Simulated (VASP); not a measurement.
# Sc2GaN3 (P4mm) in VASP: single point with PBE

Aim: the single point of Sc2GaN3 with PBE.

Everything below comes from runs of VASP 6.6.1. Logs are shortened: lines on timing, memory, paths and dates and some standing lists are left out, and cuts for length are marked.

## (1) The cell of the first run

Symmetry: P4mm, No. 99, tetragonal system. Conventional cell: a = 3.723 Å, b = 3.723 Å, c = 5.588 Å, α = 90.00°, β = 90.00°, γ = 90.00°. Sc (site symmetry 4mm) has 8 N at 2.54 to 2.73 Å and 2 Ga at 2.69 to 2.89 Å within 3.4 Å. Sc (site symmetry 4mm) has 5 N at 2.04 to 2.16 Å and 4 Ga at 2.64 Å within 2.7 Å. Ga (site symmetry 4mm) has 4 N at 2.10 Å and 6 Sc at 2.64 to 2.89 Å within 2.9 Å. Within 2.8 Å of N (site symmetry 4mm) lie 5 Sc at 2.04 to 2.73 Å. N (site symmetry 2mm) has 2 Ga at 2.10 Å and 4 Sc at 2.16 to 2.54 Å and 4 N at 2.63 Å within 2.8 Å.

The cell was built from a structure type or drawn by symmetry, and may not be a known phase.

## (2) Single point, PBE

Contents of INCAR:

```
SYSTEM = Sc2GaN3
PREC     = Accurate       ! precision mode
ENCUT    = 600            ! plane-wave cutoff, eV
EDIFF    = 1E-6           ! SCF threshold, eV
ISMEAR   = 0              ! smearing method
SIGMA    = 0.15           ! smearing width, eV
LREAL    = .FALSE.        ! projectors in reciprocal space
LASPH    = .TRUE.         ! aspherical terms in the spheres
NELM     = 120            ! most SCF steps
ALGO     = Normal         ! electronic algorithm
ISIF     = 2              ! what is computed and relaxed
LWAVE    = .FALSE.        ! write WAVECAR
LCHARG   = .FALSE.        ! write CHGCAR
GGA      = PE             ! functional
NBANDS   = 34             ! bands
GGA_COMPAT= .FALSE.
```

Contents of KPOINTS:

```
Automatic mesh
0
G
  3 3 2
  0 0 0
```

Contents of POSCAR:

```
Sc2GaN3
1.0
    3.7229969459      0.0000000000      0.0000000000
    0.0000000000      3.7229969459      0.0000000000
    0.0000000000      0.0000000000      5.5883762231
Sc Ga N
2 1 3
Direct
    0.0000000000      0.0000000000      0.7822241551
    0.5000000000      0.5000000000      0.2893018983
    0.0000000000      0.0000000000      0.2642407911
    0.5000000000      0.5000000000      0.6536725197
    0.5000000000      0.0000000000      0.0916094529
    0.0000000000      0.5000000000      0.0916094529
```

Potentials or basis: VASP PAW PBE potentials, release 64 (Sc_sv, Ga_d, N).

Command:

```bash
> cat potpaw_PBE.64/Sc_sv/POTCAR potpaw_PBE.64/Ga_d/POTCAR potpaw_PBE.64/N/POTCAR > POTCAR
> mpirun -np 1 vasp_std > vasp.out
```

OUTCAR:

```text
SYSTEM = Sc2GaN3
   PREC = Accurate
   ENCUT = 600
   EDIFF = 1E-6
   ISMEAR = 0
   LREAL = .FALSE.
   LASPH = .TRUE.
   NELM = 120
   ISIF = 2
   GGA = PE

 ion  position               nearest neighbor table
   1  0.000  0.000  0.782-   5 2.54   6 2.54   6 2.54   5 2.54   3 2.69   3 2.89
   2  0.500  0.500  0.289-   4 2.04   5 2.16   6 2.16   5 2.16   6 2.16   3 2.64   3 2.64   3 2.64
                             3 2.64
   3  0.000  0.000  0.264-   5 2.10   6 2.10   6 2.10   5 2.10   2 2.64   2 2.64   2 2.64   2 2.64
                             1 2.69   1 2.89
   4  0.500  0.500  0.654-   2 2.04
   5  0.500  0.000  0.092-   3 2.10   3 2.10   2 2.16   2 2.16   1 2.54   1 2.54
   6  0.000  0.500  0.092-   3 2.10   3 2.10   2 2.16   2 2.16   1 2.54   1 2.54

  LATTYP: Found a simple tetragonal cell.
 ALAT       =     3.7229969459
 C/A-ratio  =     1.5010423872

  Lattice vectors:

 A1 = (   3.7229969459,   0.0000000000,   0.0000000000)
 A2 = (   0.0000000000,   3.7229969459,   0.0000000000)
 A3 = (   0.0000000000,   0.0000000000,   5.5883762231)

Analysis of symmetry for initial positions (statically):
=====================================================================
 Subroutine PRICEL returns:
 Original cell was already a primitive cell.

 Routine SETGRP: Setting up the symmetry group for a
 simple tetragonal supercell.

 Subroutine GETGRP returns: Found  8 space group operations
 (whereof  8 operations were pure point group operations)
 out of a pool of 16 trial point group operations.

The static configuration has the point symmetry C_4v.

Analysis of symmetry for dynamics (positions and initial velocities):
=====================================================================
 Subroutine PRICEL returns:
 Original cell was already a primitive cell.

 Routine SETGRP: Setting up the symmetry group for a
 simple tetragonal supercell.

 Subroutine GETGRP returns: Found  8 space group operations
 (whereof  8 operations were pure point group operations)
 out of a pool of 16 trial point group operations.

The dynamic configuration has the point symmetry C_4v.

 Subroutine INISYM returns: Found  8 space group operations
 (whereof  8 operations are pure point group operations),
 and found     1 'primitive' translations

----------------------------------------------------------------------------------------

                                     Primitive cell

  volume of cell :      77.4588

  direct lattice vectors                    reciprocal lattice vectors
     3.722996946  0.000000000  0.000000000     0.268600811  0.000000000  0.000000000
     0.000000000  3.722996946  0.000000000     0.000000000  0.268600811  0.000000000
     0.000000000  0.000000000  5.588376223     0.000000000  0.000000000  0.178942856

  length of vectors
     3.722996946  3.722996946  5.588376223     0.268600811  0.268600811  0.178942856

  position of ions in fractional coordinates (direct lattice)
     0.000000000  0.000000000  0.782224155
     0.500000000  0.500000000  0.289301898
     0.000000000  0.000000000  0.264240791
     0.500000000  0.500000000  0.653672520
     0.500000000  0.000000000  0.091609453
     0.000000000  0.500000000  0.091609453

  ion indices of the primitive-cell ions
   primitive index   ion index
                 1           1
                 2           2
                 3           3
                 4           4
                 5           5
                 6           6

----------------------------------------------------------------------------------------

 KPOINTS: Automatic mesh

Automatic generation of k-mesh.
 Grid dimensions read from file:
 generate k-points for:    3    3    2

 Generating k-lattice:

  Cartesian coordinates                     Fractional coordinates (reciprocal lattice)
     0.089533604  0.000000000  0.000000000     0.333333333  0.000000000  0.000000000
     0.000000000  0.089533604  0.000000000     0.000000000  0.333333333  0.000000000
     0.000000000  0.000000000  0.089471428     0.000000000  0.000000000  0.500000000

  Length of vectors
     0.089533604  0.089533604  0.089471428

  Shift w.r.t. Gamma in fractional coordinates (k-lattice)
     0.000000000  0.000000000  0.000000000

 Subroutine IBZKPT returns following result:
 ===========================================

 Found      6 irreducible k-points:

 Following reciprocal coordinates:
            Coordinates               Weight
  0.000000  0.000000  0.000000      1.000000
  0.333333  0.000000  0.000000      4.000000
  0.333333  0.333333  0.000000      4.000000
  0.000000  0.000000  0.500000      1.000000
  0.333333  0.000000  0.500000      4.000000
  0.333333  0.333333  0.500000      4.000000
   k-points           NKPTS =      6   k-points in BZ     NKDIM =      6   number of bands    NBANDS=     34
   number of dos      NEDOS =    301   number of ions     NIONS =      6
   total plane-waves  NPLWV =  43200
   dimension x,y,z NGX =    30 NGY =   30 NGZ =   48
   dimension x,y,z NGXF=    60 NGYF=   60 NGZF=   96
   ions per type =               2   1   3
   NGX,Y,Z   is equivalent  to a cutoff of  13.40, 13.40, 14.28 a.u.
   NGXF,Y,Z  is equivalent  to a cutoff of  26.79, 26.79, 28.56 a.u.
 SYSTEM =  Sc2GaN3
   PREC   = accura    normal or accurate (medium, high low for compatibility)
   ISTART =      0    job   : 0-new  1-cont  2-samecut
   ICHARG =      2    charge: 1-file 2-atom 10-const
   ISPIN  =      1    spin polarized calculation?
   LNONCOLLINEAR =      F non collinear calculations
   LSORBIT =      F    spin-orbit coupling
   LASPH  =      T    aspherical Exc in radial PAW
   ENCUT  =  600.0 eV  44.10 Ry    6.64 a.u.   7.44  7.44 11.16*2*pi/ulx,y,z
   NELM   =    120;   NELMIN=  2; NELMDL= -5     # of ELM steps
   EDIFF  = 0.1E-05   stopping-criterion for ELM
   LREAL  =      F    real-space projection
   EDIFFG = 0.1E-04   stopping-criterion for IOM
   NSW    =      0    number of steps for IOM
   IBRION =     -1    ionic relax: 0-MD 1-quasi-New 2-CG
   NFREE  =      0    steps in history (QN), initial steepest desc. (CG)
   ISIF   =      2    stress and relaxation
   ISYM   =      2    0-nonsym 1-usesym 2-fastsym
   POTIM  = 0.5000    time-step for ionic-motion
   TEBEG  =    0.0;   TEEND  =   0.0 temperature during run
   PSTRESS=    0.0 pullay stress
   NELECT =      50.0000    total number of electrons
   NUPDOWN=      -1.0000    fix difference up-down
   EMIN   =  10.00;   EMAX   =-10.00  energy-range for DOS
   EFERMI =   0.00;   METHOD = LEGACY
   ISMEAR =     0;   SIGMA  =   0.15  broadening in eV -4-tet -1-fermi 0-gaus
   EFERMI_NEDOS =   21; number of points for ismear=-14 and -15
   IALGO  =     38    algorithm
   IMIX   =      4    mixing-type and parameters
     AMIX     =   0.40;   BMIX     =  1.00
     AMIX_MAG =   1.60;   BMIX_MAG =  1.00
  volume/ion in A,a.u.               =      12.91        87.12
  Fermi-wavevector in a.u.,A,eV,Ry     =   1.414842  2.673663 27.235828  2.001777
  Thomas-Fermi vector in A             =   2.536342
   LORBIT       =      0    0 simple, 1 ext, 2 COOP (PROOUT), +10 PAW based schemes
   GGA     = PE    functional components
   LHFCALC =     F    Hartree Fock is set to
   AEXX    =    0.0000 exact exchange contribution
   IVDW    =     0    specifies the selected vdW correction
   LEPSILON=     F    determine dielectric tensor
   LRPA    =     F    only Hartree local field effects (RPA)
 non-spin polarized calculation
 Gauss-broadening in eV      SIGMA  =   0.15
  energy-cutoff  :      600.00
  volume of cell :       77.46
 maximum number of plane-waves:      2599
 NGX is ok and might be reduce to    30
   NGX = 15   NGY = 15   NGZ = 23

 number of electron      49.9999994 magnetization

 Free energy of the ion-electron system (eV)
  ---------------------------------------------------
  ext. energy  EPLUGINS =         0.00000000
  ---------------------------------------------------
  free energy    TOTEN  =       -41.13765811 eV

  energy without entropy =      -41.10493731  energy(sigma->0) =      -41.12129771

 E-fermi :   4.4879     XC(G=0): -11.2227

 val. band max:        4.3110567688   @ k =   0.3333   0.3333   0.5000
 cond. band min:       4.5621265985   @ k =   0.3333   0.3333   0.0000
 fundamental gap:      0.2510698297
 Fermi energy:         4.4879121685

 k-point     1 :       0.0000    0.0000    0.0000
  band No.  band energies     occupation
      1     -45.2417      2.00000
      2     -43.0740      2.00000
      3     -23.8894      2.00000
      4     -23.7338      2.00000
      5     -23.7338      2.00000
      6     -21.9437      2.00000
[... 26 lines left out ...]
     33       9.3954      0.00000
     34      10.4641      0.00000

 k-point     2 :       0.3333    0.0000    0.0000
  band No.  band energies     occupation
      1     -45.2393      2.00000
      2     -43.0688      2.00000
      3     -23.8820      2.00000
      4     -23.7753      2.00000
      5     -23.7300      2.00000
      6     -22.0734      2.00000
[... 26 lines left out ...]
     33       8.7752      0.00000
     34       9.7379      0.00000

 k-point     3 :       0.3333    0.3333    0.0000
  band No.  band energies     occupation
      1     -45.2369      2.00000
      2     -43.0638      2.00000
      3     -23.8757      2.00000
      4     -23.7708      2.00000
      5     -23.7698      2.00000
      6     -22.0617      2.00000
[... 26 lines left out ...]
     33       8.8705      0.00000
     34       9.8292      0.00000

 k-point     4 :       0.0000    0.0000    0.5000
  band No.  band energies     occupation
      1     -45.2417      2.00000
      2     -43.0741      2.00000
      3     -23.8910      2.00000
      4     -23.7337      2.00000
      5     -23.7337      2.00000
      6     -21.9439      2.00000
[... 26 lines left out ...]
     33       8.7860      0.00000
     34      10.2108      0.00000

 k-point     5 :       0.3333    0.0000    0.5000
  band No.  band energies     occupation
      1     -45.2392      2.00000
      2     -43.0687      2.00000
      3     -23.8857      2.00000
      4     -23.7761      2.00000
      5     -23.7300      2.00000
      6     -22.0718      2.00000
[... 26 lines left out ...]
     33       9.3518      0.00000
     34       9.9801      0.00000

 k-point     6 :       0.3333    0.3333    0.5000
  band No.  band energies     occupation
      1     -45.2368      2.00000
      2     -43.0638      2.00000
      3     -23.8791      2.00000
      4     -23.7710      2.00000
      5     -23.7694      2.00000
      6     -22.0612      2.00000
[... 26 lines left out ...]
     33       8.9543      0.00000
     34       9.8252      0.00000

------------------------ aborting loop because EDIFF is reached ----------------------------------------

  FORCE on cell =-STRESS in cart. coord.  units (eV):
  Direction    XX          YY          ZZ          XY          YZ          ZX
  --------------------------------------------------------------------------------------
  -------------------------------------------------------------------------------------
  Total        0.1690058      0.1690058      0.2615360      0.0000000     -0.0000000      0.0000000
  in kB        3.4957573      3.4957573      5.4096742      0.0000000     -0.0000000      0.0000000
  external PRESSURE =       4.1337296 kB  Pullay stress =       0.0000000 kB

 VOLUME and BASIS-vectors are now :
 -----------------------------------------------------------------------------
  energy-cutoff  :      600.00
  volume of cell :       77.46
      direct lattice vectors                 reciprocal lattice vectors
     3.722996946  0.000000000  0.000000000     0.268600811  0.000000000  0.000000000
     0.000000000  3.722996946  0.000000000     0.000000000  0.268600811  0.000000000
     0.000000000  0.000000000  5.588376223     0.000000000  0.000000000  0.178942856

 POSITION                                       TOTAL-FORCE (eV/Angst)
 -----------------------------------------------------------------------------------
      0.00000      0.00000      4.37136         0.000000      0.000000      0.029666
      1.86150      1.86150      1.61673        -0.000000     -0.000000      0.032307
      0.00000      0.00000      1.47668         0.000000      0.000000      0.033904
      1.86150      1.86150      3.65297         0.000000      0.000000      0.010226
      1.86150      0.00000      0.51195         0.000000      0.000000     -0.053051
      0.00000      1.86150      0.51195         0.000000      0.000000     -0.053051
 -----------------------------------------------------------------------------------
    total drift:                                0.000000     -0.000000     -0.000142

  FREE ENERGIE OF THE ION-ELECTRON SYSTEM (eV)
  ---------------------------------------------------
  free  energy   TOTEN  =       -41.1376581087 eV

  energy  without entropy=      -41.1049373134  energy(sigma->0) =      -41.12129771
```

Wall time 15 s (1 thread of Intel Xeon 6975P-C (Granite Rapids), shared host); peak memory 0.19 GiB.

What came out:

* Free energy: -41.1377 eV
* Pressure: 0.4 GPa
* Largest force: 0.053 eV/Å
* Band gap on the k mesh: zero (bands 25 and 26 overlap by 0.50 eV)

Forces in eV/Å, atoms in the order of the input:
```
Sc   0.000  0.000  0.030
Sc   0.000  0.000  0.032
Ga   0.000  0.000  0.034
N    0.000  0.000  0.010
N    0.000  0.000 -0.053
N    0.000  0.000 -0.053
```

Levels at points of the mesh, in eV from the Fermi level:
| k point | band 21 | band 22 | band 23 | band 24 | band 25 | band 26 | band 27 | band 28 | band 29 | band 30 |
| --- | --- | --- | --- | --- | --- | --- | --- | --- | --- | --- |
| (0.00, 0.00, 0.00) | -0.73 | -0.71 | -0.71 | -0.58 | -0.21 | -0.21 | 2.04 | 2.05 | 2.74 | 2.92 |
| (0.00, 0.00, 0.50) | -1.99 | -1.10 | -1.10 | 0.30 | 0.30 | 1.14 | 1.61 | 2.55 | 2.85 | 3.28 |

Caveat: the k points lie up to 0.56 Å⁻¹ apart, too coarse for converged energies and pressures of a metal.
